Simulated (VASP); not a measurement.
Here is a VASP 6.6.1 calculation.

INCAR

```
PREC     = Accurate       # precision mode
ENCUT    = 520            # plane-wave cutoff, eV
EDIFF    = 1E-6           # SCF threshold, eV
ISMEAR   = 0              # smearing method
SIGMA    = 0.05           # smearing width, eV
LREAL    = False          # projectors in reciprocal space
LASPH    = True           # aspherical terms in the spheres
NELM     = 150            # most SCF steps
ALGO     = Normal         # electronic algorithm
ISIF     = 2              # what is computed and relaxed
LWAVE    = False          # write WAVECAR
LCHARG   = False          # write CHGCAR
LMAXMIX  = 4              # l up to which the mixer works
LDAU     = True           # DFT+U
LDAUTYPE = 2            
LDAUL    = 2 -1           # shell
LDAUU    = 1 0            # U, eV
LDAUJ    = 0 0          
LDAUPRINT= 1            
GGA      = PE             # functional
NBANDS   = 14             # bands
```

The input KPOINTS:

```
regular mesh
0
Gamma
  12 12 12
```

File POSCAR:

```
HfC
1.0
    2.9008889300      0.0000000000      0.0000000000
    0.0000000000      2.9008889300      0.0000000000
    0.0000000000      0.0000000000      2.9008889300
Hf C
1 1
Direct
    0.0000000000      0.0000000000      0.0000000000
    0.5000000000      0.5000000000      0.5000000000
```

Potentials or basis: VASP PAW PBE potentials, release 64 (Hf_pv, C).

Command:

```console
$ cat potpaw_PBE.64/Hf_pv/POTCAR potpaw_PBE.64/C/POTCAR > POTCAR
$ mpirun -np 1 vasp_std > vasp.out
```

**Question.** Predict the band gap on the k mesh.

**Answer.** Zero (band 7 reaches 7.79 eV, above the bottom of band 8 at 5.97 eV).

**Question.** Estimate the pressure.

**Answer.** 2.1 GPa.

Eigenvalues of the final occupation matrices:
```tsv
site	spin	trace	eigenvalues
site 1 d	1	0.85	0.17 0.17 0.17 0.17 0.17
site 1 d	2	0.85	0.17 0.17 0.17 0.17 0.17
```

Caveat: spin-orbit coupling is left out, which moves the levels of the heavy elements; U without spin polarisation on a metal has little footing; the U is typed as a test and isn't derived for this compound.
